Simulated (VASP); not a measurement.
# CdNiC4N4: single point with PBE

Crystal: CdNiC4N4.

```
Cd Ni C N
1.0
     6.07876    0.00000    0.00000
     0.00000    6.07876    0.00000
     0.00000    0.00000    6.07876
Cd Ni C N
1 1 4 4
Direct
  0.50000 0.50000 0.50000
  0.00000 0.00000 0.00000
  0.18204 0.18204 0.18204
  0.18204 0.81796 0.81796
  0.81796 0.18204 0.81796
  0.81796 0.81796 0.18204
  0.29294 0.29294 0.29294
  0.29294 0.70706 0.70706
  0.70706 0.29294 0.70706
  0.70706 0.70706 0.29294
```

* Program: VASP 6.6.1
* Task: single point
* Functional: PBE
* Potentials or basis: VASP PAW PBE potentials, release 64 (Cd, Ni, C, N)
* Cutoff: 520 eV
* k mesh: 4 × 4 × 4
* Occupations: gaussian, width 0.1 eV
* Spin: collinear spin, ferromagnetic start
* Starting moments: [0.0, 2.0, 0.0, 0.0, 0.0, 0.0, 0.0, 0.0, 0.0, 0.0] μB

```json
{
 "Pressure": "0.8 GPa",
 "Largest force": "0.358 eV/Å",
 "Band gap on the k mesh": "zero (filled and empty bands overlap)",
 "Net moment": "2.00 μB per cell",
 "Site moments": "Cd +0.01; Ni +1.33; C +0.05; N +0.04 μB",
 "Valence electrons inside the program's atomic spheres": "Cd 10.26; Ni 9.39; C 2.58; N 3.88"
}
```

Forces in eV/Å, atoms in the order of the input:
```
Cd   0.000  0.000  0.000
Ni   0.000  0.000  0.000
C   -0.207 -0.207 -0.207
C   -0.207  0.207  0.207
C    0.207 -0.207  0.207
C    0.207  0.207 -0.207
N    0.174  0.174  0.174
N    0.174 -0.174 -0.174
N   -0.174  0.174 -0.174
N   -0.174 -0.174  0.174
```

Levels at points of the mesh, in eV from the Fermi level:
Spin up:
```
           k point  band 26  band 27  band 28  band 29  band 30  band 31  band 32  band 33  band 34  band 35
(0.00, 0.00, 0.00)    -2.12    -2.12    -1.17    -1.17    -1.17     4.23     4.23     4.23     4.73     4.97
(0.50, 0.00, 0.00)    -2.09    -2.08    -1.13    -0.97    -0.97     4.31     4.31     4.59     4.67     5.12
(0.50, 0.50, 0.00)    -2.08    -2.03    -1.17    -0.96    -0.96     4.41     4.63     4.68     4.68     5.20
(0.50, 0.50, 0.50)    -2.00    -2.00    -1.15    -1.15    -1.15     4.66     4.66     4.66     5.01     5.01
```
Spin down:
| k point | band 24 | band 25 | band 26 | band 27 | band 28 | band 29 | band 30 | band 31 | band 32 | band 33 |
| --- | --- | --- | --- | --- | --- | --- | --- | --- | --- | --- |
| (0.00, 0.00, 0.00) | -2.91 | -2.91 | -1.52 | -1.52 | -0.07 | -0.07 | -0.07 | 4.51 | 4.51 | 4.51 |
| (0.50, 0.00, 0.00) | -2.82 | -2.82 | -1.51 | -1.49 | -0.02 | 0.10 | 0.10 | 4.54 | 4.54 | 4.82 |
| (0.50, 0.50, 0.00) | -2.86 | -2.78 | -1.50 | -1.46 | -0.01 | 0.11 | 0.11 | 4.60 | 4.78 | 4.93 |
| (0.50, 0.50, 0.50) | -2.85 | -2.85 | -1.45 | -1.45 | -0.02 | -0.02 | -0.02 | 4.93 | 4.93 | 4.93 |

Wall time 4.8 min on 1 thread of Intel(R) Xeon(R) Platinum 8259CL CPU @ 2.50GHz (Skylake/Cascade Lake), on a shared host, peak memory 0.5 GiB.

Caveat: a cell with one magnetic atom can't hold antiferromagnetic order, which such compounds often take. With open d or f shells a metallic result of PBE can be an artefact of self-interaction; +U or a hybrid may open a gap.
